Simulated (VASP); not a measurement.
# Os (C2/m) in VASP: notebook

Os is run at these levels: LDA; tasks: single point.

Program: VASP 6.6.1. These are calculated values, not measurements. Logs are shortened: lines on timing, memory, paths and dates and some standing lists are left out, and cuts for length are marked.

**1. The cell of the first run**

Symmetry: C2/m, No. 12, monoclinic system. Conventional cell: a = 4.730 Å, b = 2.731 Å, c = 4.424 Å, α = 90.00°, β = 90.00°, γ = 90.00°. Os (site symmetry m) has 12 Os at 2.49 to 2.99 Å within 3.3 Å.

**2. Single point, LDA (shortest bond scaled by 1.1)**

INCAR reads:

```
SYSTEM = Os
  PREC = Accurate
  ENCUT = 520
  EDIFF = 1E-7
  ISMEAR = -1
  SIGMA = 0.05
  LREAL = .False.
  LASPH = .True.
  NELM = 60
  ALGO = Normal
  ISIF = 2
  LWAVE = .False.
  LCHARG = .True.
  GGA = CA
  LELF = .True.
  LVHAR = .True.
  NBANDS = 15
```

KPOINTS reads:

```
regular mesh
0
Gamma
  13 13 7
  0 0 0
```

POSCAR reads:

```
Os
1.0
    2.7305981567      0.0000000000      0.0000000000
   -1.3652990784      2.3647673712      0.0000000000
    0.0000000000      0.0000000000      4.4235690139
Os
2
Direct
    0.3666666667      0.6833333333      0.2750000000
    0.6333333333      0.3166666667      0.7250000000
```

Potentials or basis: VASP PAW LDA potentials, release 64 (Os).

Command:

```
cat potpaw_LDA.64/Os/POTCAR > POTCAR
mpirun -np 1 vasp_std > vasp.out
```

OUTCAR:

```text
SYSTEM = Os
   PREC = Accurate
   ENCUT = 520
   EDIFF = 1E-7
   ISMEAR = -1
   LREAL = .False.
   LASPH = .True.
   NELM = 60
   ISIF = 2
   GGA = CA

 ion  position               nearest neighbor table
   1  0.367  0.683  0.275-   2 2.49   2 2.49   2 2.64   2 2.86   2 2.86   2 2.99
   2  0.633  0.317  0.725-   1 2.49   1 2.49   1 2.64   1 2.86   1 2.86   1 2.99

  LATTYP: Found a hexagonal cell.
 ALAT       =     2.7305981567
 C/A-ratio  =     1.6200000000

  Lattice vectors:

 A1 = (   2.7305981567,   0.0000000000,   0.0000000000)
 A2 = (  -1.3652990784,   2.3647673712,   0.0000000000)
 A3 = (   0.0000000000,   0.0000000000,   4.4235690139)

Analysis of symmetry for initial positions (statically):
=====================================================================
 Subroutine PRICEL returns:
 Original cell was already a primitive cell.

 Routine SETGRP: Setting up the symmetry group for a
 hexagonal supercell.

 Subroutine GETGRP returns: Found  4 space group operations
 (whereof  4 operations were pure point group operations)
 out of a pool of 24 trial point group operations.

The static configuration has the point symmetry C_2h.

Analysis of symmetry for dynamics (positions and initial velocities):
=====================================================================
 Subroutine PRICEL returns:
 Original cell was already a primitive cell.

 Routine SETGRP: Setting up the symmetry group for a
 hexagonal supercell.

 Subroutine GETGRP returns: Found  4 space group operations
 (whereof  4 operations were pure point group operations)
 out of a pool of 24 trial point group operations.

The dynamic configuration has the point symmetry C_2h.

 Subroutine INISYM returns: Found  4 space group operations
 (whereof  4 operations are pure point group operations),
 and found     1 'primitive' translations

----------------------------------------------------------------------------------------

                                     Primitive cell

  volume of cell :      28.5640

  direct lattice vectors                    reciprocal lattice vectors
     2.730598157  0.000000000  0.000000000     0.366220126  0.211437288  0.000000000
    -1.365299078  2.364767371  0.000000000     0.000000000  0.422874576  0.000000000
     0.000000000  0.000000000  4.423569014     0.000000000  0.000000000  0.226061806

  length of vectors
     2.730598157  2.730598157  4.423569014     0.422874576  0.422874576  0.226061806

  position of ions in fractional coordinates (direct lattice)
     0.366666667  0.683333333  0.275000000
     0.633333333  0.316666667  0.725000000

  ion indices of the primitive-cell ions
   primitive index   ion index
                 1           1
                 2           2

----------------------------------------------------------------------------------------

 KPOINTS: regular mesh

Automatic generation of k-mesh.
 Grid dimensions read from file:
 generate k-points for:   13   13    7

 Generating k-lattice:

  Cartesian coordinates                     Fractional coordinates (reciprocal lattice)
     0.028170779  0.016264407  0.000000000     0.076923077  0.000000000  0.000000000
     0.000000000  0.032528814  0.000000000     0.000000000  0.076923077  0.000000000
     0.000000000  0.000000000  0.032294544     0.000000000  0.000000000  0.142857143

  Length of vectors
     0.032528814  0.032528814  0.032294544

  Shift w.r.t. Gamma in fractional coordinates (k-lattice)
     0.000000000  0.000000000  0.000000000

 Subroutine IBZKPT returns following result:
 ===========================================

 Found    322 irreducible k-points:

 Following reciprocal coordinates:
            Coordinates               Weight
  0.000000  0.000000  0.000000      1.000000
  0.076923 -0.000000  0.000000      2.000000
  0.000000  0.076923  0.000000      4.000000
  0.153846 -0.000000  0.000000      2.000000
  0.000000  0.153846  0.000000      4.000000
  0.230769 -0.000000  0.000000      2.000000
[... 16 lines left out ...]
 -0.076923  0.384615  0.000000      4.000000
 -0.384615  0.307692  0.000000      4.000000
 [... further k-points ...]
   k-points           NKPTS =    322   k-points in BZ     NKDIM =    322   number of bands    NBANDS=     15
   number of dos      NEDOS =    301   number of ions     NIONS =      2
   total plane-waves  NPLWV =  14400
   dimension x,y,z NGX =    20 NGY =   20 NGZ =   36
   dimension x,y,z NGXF=    40 NGYF=   40 NGZF=   72
   ions per type =               2
   NGX,Y,Z   is equivalent  to a cutoff of  12.18, 12.18, 13.53 a.u.
   NGXF,Y,Z  is equivalent  to a cutoff of  24.35, 24.35, 27.06 a.u.
 SYSTEM =  Os
   PREC   = accura    normal or accurate (medium, high low for compatibility)
   ISTART =      0    job   : 0-new  1-cont  2-samecut
   ICHARG =      2    charge: 1-file 2-atom 10-const
   ISPIN  =      1    spin polarized calculation?
   LNONCOLLINEAR =      F non collinear calculations
   LSORBIT =      F    spin-orbit coupling
   LASPH  =      T    aspherical Exc in radial PAW
   ENCUT  =  520.0 eV  38.22 Ry    6.18 a.u.   5.08  5.08  8.22*2*pi/ulx,y,z
   NELM   =     60;   NELMIN=  2; NELMDL= -5     # of ELM steps
   EDIFF  = 0.1E-06   stopping-criterion for ELM
   LREAL  =      F    real-space projection
   EDIFFG = 0.1E-05   stopping-criterion for IOM
   NSW    =      0    number of steps for IOM
   IBRION =     -1    ionic relax: 0-MD 1-quasi-New 2-CG
   NFREE  =      0    steps in history (QN), initial steepest desc. (CG)
   ISIF   =      2    stress and relaxation
   ISYM   =      2    0-nonsym 1-usesym 2-fastsym
   POTIM  = 0.5000    time-step for ionic-motion
   TEBEG  =    0.0;   TEEND  =   0.0 temperature during run
   PSTRESS=    0.0 pullay stress
   NELECT =      16.0000    total number of electrons
   NUPDOWN=      -1.0000    fix difference up-down
   EMIN   =  10.00;   EMAX   =-10.00  energy-range for DOS
   EFERMI =   0.00;   METHOD = LEGACY
   ISMEAR =    -1;   SIGMA  =   0.05  broadening in eV -4-tet -1-fermi 0-gaus
   EFERMI_NEDOS =   21; number of points for ismear=-14 and -15
   IALGO  =     38    algorithm
   IMIX   =      4    mixing-type and parameters
     AMIX     =   0.40;   BMIX     =  1.00
     AMIX_MAG =   1.60;   BMIX_MAG =  1.00
  volume/ion in A,a.u.               =      14.28        96.38
  Fermi-wavevector in a.u.,A,eV,Ry     =   1.349507  2.550199 24.778511  1.821169
  Thomas-Fermi vector in A             =   2.477088
   LORBIT       =      0    0 simple, 1 ext, 2 COOP (PROOUT), +10 PAW based schemes
   GGA     = CA    functional components
   LHFCALC =     F    Hartree Fock is set to
   AEXX    =    0.0000 exact exchange contribution
   IVDW    =     0    specifies the selected vdW correction
   LEPSILON=     F    determine dielectric tensor
   LRPA    =     F    only Hartree local field effects (RPA)
 non-spin polarized calculation
  energy-cutoff  :      520.00
  volume of cell :       28.56
 maximum number of plane-waves:       785
   NGX = 11   NGY = 11   NGZ = 17

 number of electron      15.9999999 magnetization

 Free energy of the ion-electron system (eV)
  ---------------------------------------------------
  ext. energy  EPLUGINS =         0.00000000
  ---------------------------------------------------
  free energy    TOTEN  =       -24.82309261 eV

  energy without entropy =      -24.81005687  energy(sigma->0) =      -24.81657474

 E-fermi :   9.1689     XC(G=0): -14.0282

 val. band max:        9.1674356884   @ k =  -0.2308   0.1538   0.4286
 cond. band min:       9.1716191063   @ k =  -0.0769   0.1538   0.2857
 fundamental gap:      0.0041834178
 Fermi energy:         9.1689118237

 k-point     1 :       0.0000    0.0000    0.0000
  band No.  band energies     occupation
      1      -1.6015      2.00000
      2       1.3261      2.00000
      3       5.7165      2.00000
      4       5.8388      2.00000
      5       6.0716      2.00000
      6       6.3890      2.00000
      7       6.7130      2.00000
      8       7.7805      2.00000
      9       8.5943      1.99998
     10       9.3130      0.10622
     11      10.2360      0.00000
     12      11.5497      0.00000
     13      16.8563      0.00000
     14      23.1695      0.00000
     15      26.0936      0.00000

 k-point     2 :       0.0769   -0.0000    0.0000
  band No.  band energies     occupation
      1      -1.3632      2.00000
      2       1.5244      2.00000
      3       5.4113      2.00000
      4       6.0400      2.00000
      5       6.1290      2.00000
      6       6.4339      2.00000
      7       6.7547      2.00000
      8       7.8074      2.00000
      9       7.8239      2.00000
     10       8.6957      1.99984
     11      11.6020      0.00000
     12      11.6970      0.00000
     13      16.9140      0.00000
     14      23.6929      0.00000
     15      26.2935      0.00000

 k-point     3 :       0.0000    0.0769    0.0000
  band No.  band energies     occupation
      1      -1.3599      2.00000
      2       1.5502      2.00000
      3       5.3720      2.00000
      4       5.9871      2.00000
      5       6.2204      2.00000
      6       6.3296      2.00000
      7       6.8930      2.00000
      8       7.6123      2.00000
      9       8.4126      2.00000
     10       8.4249      2.00000
     11      10.6000      0.00000
     12      12.5177      0.00000
     13      16.9164      0.00000
     14      23.6368      0.00000
     15      26.4106      0.00000
[... 343 lines left out ...]
 k-point    23 :      -0.0769    0.3846    0.0000
  band No.  band energies     occupation
      1       1.8854      2.00000
      2       2.6085      2.00000
      3       3.5876      2.00000
      4       5.1443      2.00000
      5       5.7250      2.00000
      6       6.3071      2.00000
      7       6.8981      2.00000
      8       9.1828      0.86243
      9       9.7484      0.00002
     10      11.0403      0.00000
     11      11.2504      0.00000
     12      16.9137      0.00000
     13      19.3145      0.00000
     14      19.5222      0.00000
     15      22.7397      0.00000

 k-point    24 :      -0.3846    0.3077    0.0000
  band No.  band energies     occupation
      1       1.8810      2.00000
      2       2.6205      2.00000
      3       3.4993      2.00000
      4       5.0013      2.00000
      5       5.7656      2.00000
      6       6.4852      2.00000
      7       6.5187      2.00000
      8       9.5413      0.00117
      9       9.8771      0.00000
     10      10.9015      0.00000
     11      11.5130      0.00000
     12      16.9916      0.00000
     13      19.2453      0.00000
     14      19.4235      0.00000
     15      22.6291      0.00000

 [... further k-points ...]
[... 5 lines left out ...]
  --------------------------------------------------------------------------------------
  -------------------------------------------------------------------------------------
  Total       -1.3058266     -0.7079099     -0.4084944     -0.5178111      0.5253146      0.9098716
  in kB      -73.2448464    -39.7072262    -22.9127731    -29.0444310     29.4653110     51.0354160
  external PRESSURE =     -45.2882819 kB  Pullay stress =       0.0000000 kB

 VOLUME and BASIS-vectors are now :
 -----------------------------------------------------------------------------
  energy-cutoff  :      520.00
  volume of cell :       28.56
      direct lattice vectors                 reciprocal lattice vectors
     2.730598157  0.000000000  0.000000000     0.366220126  0.211437288  0.000000000
    -1.365299078  2.364767371  0.000000000     0.000000000  0.422874576  0.000000000
     0.000000000  0.000000000  4.423569014     0.000000000  0.000000000  0.226061806

 POSITION                                       TOTAL-FORCE (eV/Angst)
 -----------------------------------------------------------------------------------
      0.06826      1.61592      1.21648        -1.175116     -0.678453     -2.866813
      1.29703      0.74884      3.20709         1.175116      0.678453      2.866813
 -----------------------------------------------------------------------------------
    total drift:                               -0.000000      0.000000      0.000000

  FREE ENERGIE OF THE ION-ELECTRON SYSTEM (eV)
  ---------------------------------------------------
  free  energy   TOTEN  =       -24.8230926078 eV

  energy  without entropy=      -24.8100568730  energy(sigma->0) =      -24.81657474
```

Wall time 52 s (1 thread of Intel Xeon 6975P-C (Granite Rapids), shared host); peak memory 0.22 GiB.

Results:

- Free energy: -24.8231 eV
- Pressure: -4.5 GPa
- Largest force: 3.172 eV/Å
- Band gap on the k mesh: zero (bands 8 and 9 overlap by 3.46 eV)

Forces on the atoms (eV/Å):
```
Os  -1.175 -0.678 -2.867
Os   1.175  0.678  2.867
```

Stress tensor (GPa, compression positive):
```
-7.32 -2.90  5.10
-2.90 -3.97  2.95
 5.10  2.95 -2.29
```

Caveat: the cell differs from its parent crystal (shortest bond scaled by 1.1); the cell stands under tension; spin-orbit coupling is left out, which moves the levels of the heavy elements; forces of over 1 eV/Å act on the atoms, so gaps and moduli don't describe the material at rest.

**3. Single point, LDA (shortest bond scaled by 0.76)**

INCAR reads:

```
SYSTEM = Os
ALGO     = Normal         ! electronic algorithm
EDIFF    = 1E-6           ! SCF threshold, eV
ENCUT    = 520            ! plane-wave cutoff, eV
ISIF     = 2              ! what is computed and relaxed
ISMEAR   = -1             ! smearing method
LASPH    = .TRUE.         ! aspherical terms in the spheres
LCHARG   = .FALSE.        ! write CHGCAR
LREAL    = .FALSE.        ! projectors in reciprocal space
LWAVE    = .FALSE.        ! write WAVECAR
NBANDS   = 15             ! bands
NELM     = 100            ! most SCF steps
PREC     = Accurate       ! precision mode
SIGMA    = 0.05           ! smearing width, eV
```

KPOINTS reads:

```
k-points
0
G
  13 13 7
  0 0 0
```

POSCAR reads:

```
Os
1.0
    2.7305981567      0.0000000000      0.0000000000
   -1.3652990784      2.3647673712      0.0000000000
    0.0000000000      0.0000000000      4.4235690139
Os
2
Direct
    0.2533333333      0.6266666667      0.1900000000
    0.7466666667      0.3733333333      0.8100000000
```

Potentials or basis: VASP PAW LDA potentials, release 64 (Os).

Command:

```
cat potpaw_LDA.64/Os/POTCAR > POTCAR
mpirun -np 1 vasp_std > vasp.out
```

Run time: 40 s. Hardware: 1 thread of Intel Xeon 6975P-C (Granite Rapids), shared host; peak memory 0.22 GiB.

Results (log left out):

```yaml
Free_energy: -21.8389 eV
Pressure: 60.9 GPa
Largest_force: 15.114 eV/Å
Band_gap_on_the_k_mesh: zero (bands 8 and 9 overlap by 2.37 eV)
```

Forces in eV/Å, atoms in the order of the input:
```
Os    4.693   2.710  14.109
Os   -4.693  -2.710 -14.109
```

Stress tensor (GPa, compression positive):
```
 52.36  26.88  42.80
 26.88  21.31  24.71
 42.80  24.71 109.15
```

Levels at points of the mesh, in eV from the Fermi level:
```csv
k point,band 6,band 7,band 8,band 9,band 10,band 11
"(0.00, 0.00, 0.00)",-4.28,-2.47,-1.54,0.77,0.79,1.70
```

Caveat: the cell differs from its parent crystal (shortest bond scaled by 0.76); the cell stands under pressure; spin-orbit coupling is left out, which moves the levels of the heavy elements; forces of over 1 eV/Å act on the atoms, so gaps and moduli don't describe the material at rest.

**4. Single point, LDA (shortest bond scaled by 0.64)**

INCAR reads:

```
  PREC = Accurate
  ENCUT = 520
  EDIFF = 1E-6
  ISMEAR = -1
  SIGMA = 0.05
  LREAL = False
  LASPH = True
  NELM = 80
  ALGO = Normal
  ISIF = 2
  LWAVE = False
  LCHARG = False
  NBANDS = 15
```

KPOINTS reads:

```
Automatic mesh
0
Gamma
  13 13 7
```

POSCAR reads:

```
Os
1.0
    2.7305981567      0.0000000000      0.0000000000
   -1.3652990784      2.3647673712      0.0000000000
    0.0000000000      0.0000000000      4.4235690139
Os
2
Direct
    0.2133333333      0.6066666667      0.1600000000
    0.7866666667      0.3933333333      0.8400000000
```

Command:

```
cat potpaw_LDA.64/Os/POTCAR > POTCAR
mpirun -np 1 vasp_std > vasp.out
```

It took 41 s on 1 thread of Intel Xeon 6975P-C (Granite Rapids), shared host; peak memory 0.22 GiB.

The run converged. Its results:

| Property | Result |
| --- | --- |
| Free energy | -14.0489 eV |
| Pressure | 179.6 GPa |
| Largest force | 37.640 eV/Å |
| Band gap on the k mesh | zero (bands 8 and 9 overlap by 2.59 eV) |

Forces on the atoms (eV/Å):
```
Os   15.181   8.765  33.309
Os  -15.181  -8.765 -33.309
```

Stress tensor (GPa, compression positive):
```
194.18  82.94 118.26
 82.94  98.42  68.28
118.26  68.28 246.30
```

Levels at points of the mesh, in eV from the Fermi level:
```
           k point  band 5  band 6  band 7  band 8  band 9  band 10  band 11  band 12
(0.00, 0.00, 0.00)   -6.63   -4.88   -3.48   -0.80    1.12     1.50     2.78     4.96
```

Caveat: the cell differs from its parent crystal (shortest bond scaled by 0.64); atoms lie so close that the PAW spheres overlap strongly, which falsifies energies and pressures; the cell stands under pressure; spin-orbit coupling is left out, which moves the levels of the heavy elements; forces of over 1 eV/Å act on the atoms, so gaps and moduli don't describe the material at rest.

**5. Single point, LDA (shortest bond scaled by 0.64)**

INCAR reads:

```
SYSTEM = Os
ALGO = Normal
EDIFF = 1E-6
ENCUT = 520
GGA = CA
ISIF = 2
ISMEAR = -1
LASPH = .TRUE.
LCHARG = .FALSE.
LREAL = .FALSE.
LWAVE = .FALSE.
NBANDS = 15
NELM = 80
PREC = Accurate
SIGMA = 0.05
```

KPOINTS reads:

```
k-points
0
G
  13 13 7
  0 0 0
```

POSCAR is that of step 4.

Command:

```
cat potpaw_LDA.64/Os/POTCAR > POTCAR
mpirun -np 1 vasp_std > vasp.out
```

Run time: 40 s. Hardware: 1 thread of Intel Xeon 6975P-C (Granite Rapids), shared host; peak memory 0.22 GiB.

It converged, with:

```yaml
Free_energy: -14.0489 eV
Pressure: 179.6 GPa
Largest_force: 37.640 eV/Å
Band_gap_on_the_k_mesh: zero (bands 8 and 9 overlap by 2.59 eV)
```

Forces on the atoms (eV/Å):
```
Os   15.181   8.765  33.309
Os  -15.181  -8.765 -33.309
```

Stress tensor (GPa, compression positive):
```
194.18  82.94 118.26
 82.94  98.42  68.28
118.26  68.28 246.30
```

Levels at points of the mesh, in eV from the Fermi level:
| k point | band 4 | band 5 | band 6 | band 7 | band 8 | band 9 | band 10 | band 11 | band 12 | band 13 |
| --- | --- | --- | --- | --- | --- | --- | --- | --- | --- | --- |
| (0.00, 0.00, 0.00) | -7.63 | -6.63 | -4.88 | -3.48 | -0.80 | 1.12 | 1.50 | 2.78 | 4.96 | 6.38 |

Caveat: the cell differs from its parent crystal (shortest bond scaled by 0.64); atoms lie so close that the PAW spheres overlap strongly, which falsifies energies and pressures; the cell stands under pressure; spin-orbit coupling is left out, which moves the levels of the heavy elements; forces of over 1 eV/Å act on the atoms, so gaps and moduli don't describe the material at rest.

**6. Summary**

| cell | gap on the mesh (eV) | pressure (GPa) | largest force (eV/Å) |
| --- | --- | --- | --- |
| as given, shortest bond scaled by 1.1 | none | -4.5 | 3.17 |
| as given, shortest bond scaled by 0.76 | none | 60.9 | 15.11 |
| as given, shortest bond scaled by 0.64 | none | 179.6 | 37.64 |

Some of these runs hold the atoms at other places in the same cell, which the table doesn't show; runs alike in all that it shows share one row.

Alike in all rows: task single point; level LDA; potentials or basis VASP PAW LDA potentials, release 64 (Os); no spin polarisation; k mesh 13 × 13 × 7; cutoff (eV) 520; smearing fermi-dirac 0.05 eV.

Caveats: spin-orbit coupling is left out, which moves the levels of the heavy elements; forces of over 1 eV/Å act on the atoms, so gaps and moduli don't describe the material at rest; the cell stands under pressure (at least some runs); the cell stands under tension (at least some runs); atoms lie so close that the PAW spheres overlap strongly, which falsifies energies and pressures (at least some runs).

Total energies depend on the potentials used, so only differences within one code and one set of settings carry meaning.
